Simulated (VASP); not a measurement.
**W3C: single point with PBE**

W3C, a slab with vacuum:

```xyz
4
Lattice="2.8547 0.0000 0.0000 0.0000 2.8547 0.0000 0.0000 0.0000 19.4446" Properties=species:S:1:pos:R:3 pbc="T T T"
W     1.4274    1.4274    4.0000
W     0.0000    0.0000    5.9718
W     1.4274    1.4274    7.9446
C     2.3789    2.8547    8.7403
```

```
Program             : VASP 6.6.1
Task                : single point
Functional          : PBE
Potentials or basis : VASP PAW PBE potentials, release 64 (W_sv, C)
Cutoff              : 520 eV
k mesh              : 9 × 9 × 1
Occupations         : gaussian, width 0.1 eV
Spin                : no spin polarisation
```

The largest force is 4.355 eV/Å and the band gap on the k mesh is zero (bands 23 and 24 overlap by 1.35 eV).

Forces in eV/Å, atoms in the order of the input:
```
W    0.011  0.000 -0.197
W   -0.362  0.000 -0.614
W   -4.005  0.000  0.739
C    4.355  0.000  0.073
```

Levels at points of the mesh, in eV from the Fermi level:
| k point | band 21 | band 22 | band 23 | band 24 | band 25 | band 26 |
| --- | --- | --- | --- | --- | --- | --- |
| (0.00, 0.00, 0.00) | -0.92 | -0.37 | 0.08 | 0.78 | 1.14 | 1.54 |

It took 92 s on 1 thread of Intel(R) Xeon(R) 6975P-C (Granite Rapids) (shared host), peak memory 0.33 GiB.

Caveat: spin-orbit coupling is left out, which moves the levels of the heavy elements.
